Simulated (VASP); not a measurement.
# Fe (P6_3/mmc) in VASP: notebook

The runs below take Fe through relaxation of cell and atoms, relaxation of shape and atoms at fixed volume, single point, with PBEsol.

Program: VASP 6.6.1. These are calculated values, not measurements. Logs are shortened: lines on timing, memory, paths and dates and some standing lists are left out, and cuts for length are marked.

## 1. The cell of the first run

Symmetry: P6_3/mmc, No. 194, hexagonal system. The conventional cell has a = 2.491 Å, b = 2.491 Å, c = 4.035 Å, α = 90.00°, β = 90.00°, γ = 120.00°. Within 3.3 Å of Fe (site symmetry -6m2) lie 12 Fe at 2.48 to 2.49 Å.

This isn't the form of Fe at room conditions, which is bcc.

## 2. Relaxation of cell and atoms, PBEsol, collinear spin, ferromagnetic start

INCAR reads:

```
SYSTEM = Fe
PREC = Accurate
ENCUT = 600
EDIFF = 1E-7
ISMEAR = 0
SIGMA = 0.025
LREAL = .False.
LASPH = .True.
NELM = 200
ALGO = Normal
ISIF = 3
LWAVE = .False.
LCHARG = .False.
ISPIN = 2
MAGMOM = 2.5 2.5
LORBIT = 11
LMAXMIX = 4
GGA = PS
IBRION = 2
NSW = 60
EDIFFG = -0.005
GGA_COMPAT = .False.
NELMIN = 4
```

KPOINTS reads:

```
regular mesh
0
Gamma
  19 19 11
  0 0 0
```

POSCAR reads:

```
Fe
1.0
    2.4905645811      0.0000000000      0.0000000000
   -1.2452822905      2.1568921970      0.0000000000
    0.0000000000      0.0000000000      4.0347146213
Fe
2
Direct
    0.3333333333      0.6666666667      0.2500000000
    0.6666666667      0.3333333333      0.7500000000
```

Potentials or basis: VASP PAW PBE potentials, release 64 (Fe).

Command:

```bash
cat potpaw_PBE.64/Fe/POTCAR > POTCAR
mpirun -np 1 vasp_std > vasp.out
```

OUTCAR:

```text
SYSTEM = Fe
   PREC = Accurate
   ENCUT = 600
   EDIFF = 1E-7
   ISMEAR = 0
   LREAL = .False.
   LASPH = .True.
   NELM = 200
   ISIF = 3
   ISPIN = 2
   LORBIT = 11
   GGA = PS
   IBRION = 2
   NSW = 60
   EDIFFG = -0.005
   NELMIN = 4

 ion  position               nearest neighbor table
   1  0.333  0.667  0.250-   2 2.48   2 2.48   2 2.48   2 2.48   2 2.48   2 2.48
   2  0.667  0.333  0.750-   1 2.48   1 2.48   1 2.48   1 2.48   1 2.48   1 2.48

  LATTYP: Found a hexagonal cell.
 ALAT       =     2.4905645811
 C/A-ratio  =     1.6200000000

  Lattice vectors:

 A1 = (   2.4905645811,   0.0000000000,   0.0000000000)
 A2 = (  -1.2452822905,   2.1568921970,   0.0000000000)
 A3 = (   0.0000000000,   0.0000000000,   4.0347146213)

Analysis of symmetry for initial positions (statically):
=====================================================================
 Subroutine PRICEL returns:
 Original cell was already a primitive cell.

 Routine SETGRP: Setting up the symmetry group for a
 hexagonal supercell.

 Subroutine GETGRP returns: Found 24 space group operations
 (whereof 12 operations were pure point group operations)
 out of a pool of 24 trial point group operations.

The static configuration has the point symmetry D_3d.
 The point group associated with its full space group is D_6h.

Analysis of symmetry for dynamics (positions and initial velocities):
=====================================================================
 Subroutine PRICEL returns:
 Original cell was already a primitive cell.

 Routine SETGRP: Setting up the symmetry group for a
 hexagonal supercell.

 Subroutine GETGRP returns: Found 24 space group operations
 (whereof 12 operations were pure point group operations)
 out of a pool of 24 trial point group operations.

The dynamic configuration has the point symmetry D_3d.
 The point group associated with its full space group is D_6h.

Analysis of structural, dynamic, and magnetic symmetry:
=====================================================================
 Subroutine PRICEL returns:
 Original cell was already a primitive cell.

 Routine SETGRP: Setting up the symmetry group for a
 hexagonal supercell.

 Subroutine GETGRP returns: Found 24 space group operations
 (whereof 12 operations were pure point group operations)
 out of a pool of 24 trial point group operations.

The overall configuration has the point symmetry D_3d.
 The point group associated with its full space group is D_6h.

 Subroutine INISYM returns: Found 24 space group operations
 (whereof 12 operations are pure point group operations),
 and found     1 'primitive' translations

----------------------------------------------------------------------------------------

                                     Primitive cell

  volume of cell :      21.6740

  direct lattice vectors                    reciprocal lattice vectors
     2.490564581  0.000000000  0.000000000     0.401515386  0.231815016  0.000000000
    -1.245282291  2.156892197  0.000000000     0.000000000  0.463630033  0.000000000
     0.000000000  0.000000000  4.034714621     0.000000000  0.000000000  0.247849004

  length of vectors
     2.490564581  2.490564581  4.034714621     0.463630033  0.463630033  0.247849004

  position of ions in fractional coordinates (direct lattice)
     0.333333333  0.666666667  0.250000000
     0.666666667  0.333333333  0.750000000

  ion indices of the primitive-cell ions
   primitive index   ion index
                 1           1
                 2           2

----------------------------------------------------------------------------------------

 KPOINTS: regular mesh

Automatic generation of k-mesh.
 Grid dimensions read from file:
 generate k-points for:   19   19   11

 Generating k-lattice:

  Cartesian coordinates                     Fractional coordinates (reciprocal lattice)
     0.021132389  0.012200790  0.000000000     0.052631579  0.000000000  0.000000000
     0.000000000  0.024401581  0.000000000     0.000000000  0.052631579  0.000000000
     0.000000000  0.000000000  0.022531728     0.000000000  0.000000000  0.090909091

  Length of vectors
     0.024401581  0.024401581  0.022531728

  Shift w.r.t. Gamma in fractional coordinates (k-lattice)
     0.000000000  0.000000000  0.000000000

 Subroutine IBZKPT returns following result:
 ===========================================

 Found    240 irreducible k-points:

 Following reciprocal coordinates:
            Coordinates               Weight
  0.000000  0.000000  0.000000      1.000000
  0.052632  0.000000  0.000000      6.000000
  0.105263  0.000000  0.000000      6.000000
  0.157895 -0.000000  0.000000      6.000000
  0.210526  0.000000  0.000000      6.000000
  0.263158  0.000000  0.000000      6.000000
[... 16 lines left out ...]
  0.263158  0.105263  0.000000     12.000000
  0.315789  0.105263  0.000000     12.000000
 [... further k-points ...]
   k-points           NKPTS =    240   k-points in BZ     NKDIM =    240   number of bands    NBANDS=     15
   number of dos      NEDOS =    301   number of ions     NIONS =      2
   total plane-waves  NPLWV =  12800
   dimension x,y,z NGX =    20 NGY =   20 NGZ =   32
   dimension x,y,z NGXF=    40 NGYF=   40 NGZF=   64
   ions per type =               2
   NGX,Y,Z   is equivalent  to a cutoff of  13.35, 13.35, 13.19 a.u.
   NGXF,Y,Z  is equivalent  to a cutoff of  26.70, 26.70, 26.37 a.u.
 SYSTEM =  Fe
   PREC   = accura    normal or accurate (medium, high low for compatibility)
   ISTART =      0    job   : 0-new  1-cont  2-samecut
   ICHARG =      2    charge: 1-file 2-atom 10-const
   ISPIN  =      2    spin polarized calculation?
   LNONCOLLINEAR =      F non collinear calculations
   LSORBIT =      F    spin-orbit coupling
   LASPH  =      T    aspherical Exc in radial PAW
   ENCUT  =  600.0 eV  44.10 Ry    6.64 a.u.   4.97  4.97  8.06*2*pi/ulx,y,z
   NELM   =    200;   NELMIN=  4; NELMDL= -5     # of ELM steps
   EDIFF  = 0.1E-06   stopping-criterion for ELM
   LREAL  =      F    real-space projection
   EDIFFG = -.5E-02   stopping-criterion for IOM
   NSW    =     60    number of steps for IOM
   IBRION =      2    ionic relax: 0-MD 1-quasi-New 2-CG
   NFREE  =      1    steps in history (QN), initial steepest desc. (CG)
   ISIF   =      3    stress and relaxation
   ISYM   =      2    0-nonsym 1-usesym 2-fastsym
   POTIM  = 0.5000    time-step for ionic-motion
   TEBEG  =    0.0;   TEEND  =   0.0 temperature during run
   PSTRESS=    0.0 pullay stress
   NELECT =      16.0000    total number of electrons
   NUPDOWN=      -1.0000    fix difference up-down
   EMIN   =  10.00;   EMAX   =-10.00  energy-range for DOS
   EFERMI =   0.00;   METHOD = LEGACY
   ISMEAR =     0;   SIGMA  =   0.03  broadening in eV -4-tet -1-fermi 0-gaus
   EFERMI_NEDOS =   21; number of points for ismear=-14 and -15
   IALGO  =     38    algorithm
   IMIX   =      4    mixing-type and parameters
     AMIX     =   0.40;   BMIX     =  1.00
     AMIX_MAG =   1.60;   BMIX_MAG =  1.00
  volume/ion in A,a.u.               =      10.84        73.13
  Fermi-wavevector in a.u.,A,eV,Ry     =   1.479569  2.795979 29.784834  2.189124
  Thomas-Fermi vector in A             =   2.593710
   LORBIT       =     11    0 simple, 1 ext, 2 COOP (PROOUT), +10 PAW based schemes
   GGA     = PS    functional components
   LHFCALC =     F    Hartree Fock is set to
   AEXX    =    0.0000 exact exchange contribution
   IVDW    =     0    specifies the selected vdW correction
   LEPSILON=     F    determine dielectric tensor
   LRPA    =     F    only Hartree local field effects (RPA)
 conjugate gradient relaxation of ions
 spin polarized calculation
 Gauss-broadening in eV      SIGMA  =   0.03
  energy-cutoff  :      600.00
  volume of cell :       21.67
 maximum number of plane-waves:       748
 NGX is ok and might be reduce to    20
   NGX =  9   NGY =  9   NGZ = 17

--------------------------------------- Ionic step        1  -------------------------------------------

 number of electron      16.0000008 magnetization      -0.0062887

 number of electron      16.0000008 magnetization       0.0007072

 Free energy of the ion-electron system (eV)
  ---------------------------------------------------
  ext. energy  EPLUGINS =         0.00000000
  ---------------------------------------------------
  free energy    TOTEN  =       -17.67614349 eV

  energy without entropy =      -17.67557504  energy(sigma->0) =      -17.67585927

------------------------ aborting loop because EDIFF is reached ----------------------------------------

  FORCE on cell =-STRESS in cart. coord.  units (eV):
  Direction    XX          YY          ZZ          XY          YZ          ZX
  --------------------------------------------------------------------------------------
  -------------------------------------------------------------------------------------
  Total       -3.0450015     -3.0450015     -4.4184911     -0.0000000      0.0000000      0.0000000
  in kB     -225.0914662   -225.0914662   -326.6220516     -0.0000000      0.0000000      0.0000000
  external PRESSURE =    -258.9349946 kB  Pullay stress =       0.0000000 kB
[... 93 lines left out ...]
  FREE ENERGIE OF THE ION-ELECTRON SYSTEM (eV)
  ---------------------------------------------------
  free  energy   TOTEN  =       -17.8714036589 eV

  energy  without entropy=      -17.8708796924  energy(sigma->0) =      -17.87114168

[... ionic steps 4 to 7 ...]

--------------------------------------- Ionic step        8  -------------------------------------------

 number of electron      15.9999995 magnetization       0.0000003

 number of electron      15.9999995 magnetization      -0.0000001
[... 73 lines left out ...]
 number of electron      15.9999995 magnetization       0.0000001

 number of electron      15.9999995 magnetization      -0.0000002

 Free energy of the ion-electron system (eV)
  ---------------------------------------------------
  ext. energy  EPLUGINS =         0.00000000
  ---------------------------------------------------
  free energy    TOTEN  =       -17.87452091 eV

  energy without entropy =      -17.87386880  energy(sigma->0) =      -17.87419485

 E-fermi :   7.2057     XC(G=0): -14.1863

 val. band max:        7.1822520886   @ k =   0.3158   0.0526   0.2727
 cond. band min:       7.2088390330   @ k =   0.0526   0.0526   0.3636
 fundamental gap:      0.0265869443
 Fermi energy:         7.2057045171

 spin component 1

 k-point     1 :       0.0000    0.0000    0.0000
  band No.  band energies     occupation
      1      -1.9894      1.00000
      2       1.9971      1.00000
      3       5.4398      1.00000
      4       5.4398      1.00000
      5       5.5838      1.00000
      6       5.9394      1.00000
      7       5.9394      1.00000
      8       6.2996      1.00000
      9       6.2996      1.00000
     10       7.7374      0.00000
     11       7.9589      0.00000
     12       7.9589      0.00000
     13      16.3748      0.00000
     14      29.3994      0.00000
[... 401 lines left out ...]
      2       2.9311      1.00000
      3       3.1570      1.00000
      4       4.2810      1.00000
      5       5.1284      1.00000
      6       5.7374      1.00000
      7       5.8385      1.00000
      8       7.4226      0.00000
      9       7.8012      0.00000
     10       8.2592      0.00000
     11       8.6464      0.00000
     12      15.6045      0.00000
     13      16.6864      0.00000
     14      18.8671      0.00000
     15      22.0976      0.00000

 [... further k-points ...]

 spin component 2

 k-point     1 :       0.0000    0.0000    0.0000
  band No.  band energies     occupation
      1      -1.9894      1.00000
      2       1.9971      1.00000
      3       5.4398      1.00000
      4       5.4398      1.00000
      5       5.5838      1.00000
      6       5.9394      1.00000
      7       5.9394      1.00000
      8       6.2996      1.00000
      9       6.2996      1.00000
     10       7.7374      0.00000
     11       7.9589      0.00000
     12       7.9589      0.00000
     13      16.3748      0.00000
     14      29.3994      0.00000
[... 401 lines left out ...]
      2       2.9311      1.00000
      3       3.1570      1.00000
      4       4.2810      1.00000
      5       5.1284      1.00000
      6       5.7374      1.00000
      7       5.8385      1.00000
      8       7.4226      0.00000
      9       7.8012      0.00000
     10       8.2592      0.00000
     11       8.6464      0.00000
     12      15.6045      0.00000
     13      16.6864      0.00000
     14      18.8671      0.00000
     15      22.0976      0.00000

 [... further k-points ...]

------------------------ aborting loop because EDIFF is reached ----------------------------------------

  FORCE on cell =-STRESS in cart. coord.  units (eV):
  Direction    XX          YY          ZZ          XY          YZ          ZX
  --------------------------------------------------------------------------------------
  -------------------------------------------------------------------------------------
  Total       -0.0019879     -0.0019879      0.0081749     -0.0000000      0.0000000      0.0000000
  in kB       -0.1626025     -0.1626025      0.6686833     -0.0000000      0.0000000      0.0000000
  external PRESSURE =       0.1144927 kB  Pullay stress =       0.0000000 kB
[... 17 lines left out ...]
  FREE ENERGIE OF THE ION-ELECTRON SYSTEM (eV)
  ---------------------------------------------------
  free  energy   TOTEN  =       -17.8745209078 eV

  energy  without entropy=      -17.8738687989  energy(sigma->0) =      -17.87419485

 reached required accuracy - stopping structural energy minimisation

 total charge

# of ion       s       p       d       tot
------------------------------------------
    1        0.559   0.684   6.380   7.623
    2        0.559   0.684   6.380   7.623
--------------------------------------------------
tot          1.118   1.367  12.761  15.246

 magnetization (x)

# of ion       s       p       d       tot
------------------------------------------
    1        0.000   0.000   0.000   0.000
    2        0.000   0.000   0.000   0.000
--------------------------------------------------
tot          0.000   0.000   0.000   0.000
```

Run time: 5.6 min. Hardware: 1 thread of Intel Xeon 6975P-C (Granite Rapids), shared host; peak memory 0.28 GiB.

What came out:

- Free energy: -17.8745 eV
- Relaxed volume: 9.79 Å³/atom
- Relaxed cell: a = 2.428 Å, b = 2.428 Å, c = 3.835 Å, α = 90.00°, β = 90.00°, γ = 120.00°
- Space group after relaxing (to 0.1 Å): P6_3/mmc (No. 194)
- Energy gained by relaxing: 99.2 meV/atom
- Ionic steps: 10
- Pressure after relaxing: 0.0 GPa
- Band gap on the k mesh: zero (filled and empty bands overlap)
- Net moment: 0.00 μB per cell
- Valence electrons inside the program's atomic spheres: Fe 7.62

Stress tensor (GPa, compression positive):
```
-0.02  0.00  0.00
 0.00 -0.02  0.00
 0.00  0.00  0.07
```

Step by step:
| step | energy change (eV) | largest force (eV/Å) | pressure (GPa) | volume (Å³) |
| --- | --- | --- | --- | --- |
| 1 | 0.0000 | 0.0000 | -25.89 | 21.67 |
| 2 | 0.4236 | 0.0000 | 77.89 | 16.62 |
| 3 | -0.1953 | 0.0000 | -1.12 | 19.65 |
| 4 | -0.1957 | 0.0000 | 0.14 | 19.58 |
| 5 | -0.1958 | 0.0000 | 0.81 | 19.54 |
| 6 | -0.1981 | 0.0000 | 0.31 | 19.57 |
| 7 | -0.1983 | 0.0000 | 0.41 | 19.56 |
| 8 | -0.1983 | 0.0000 | 0.40 | 19.56 |
| 9 | -0.1983 | 0.0000 | -0.56 | 19.62 |
| 10 | -0.1984 | 0.0000 | 0.01 | 19.59 |

Final structure:
```
Fe
1.0
     2.42840    0.00000    0.00000
    -1.21420    2.10305    0.00000
     0.00000    0.00000    3.83533
Fe
2
Direct
  0.33333 0.66667 0.25000
  0.66667 0.33333 0.75000
```

Levels at points of the mesh, in eV from the Fermi level:
Spin up:
```csv
k point,band 4,band 5,band 6,band 7,band 8,band 9,band 10,band 11,band 12,band 13
"(0.00, 0.00, 0.00)",-1.77,-1.62,-1.27,-1.27,-0.91,-0.91,0.53,0.75,0.75,9.17
```
Spin down:
```
           k point  band 5  band 6  band 7  band 8  band 9  band 10  band 11  band 12
(0.00, 0.00, 0.00)   -1.62   -1.27   -1.27   -0.91   -0.91     0.53     0.75     0.75
```

Caveat: the PAW data sets were made with another functional, which shifts forces and pressure a little.

(Continued in part 2 of 2.)
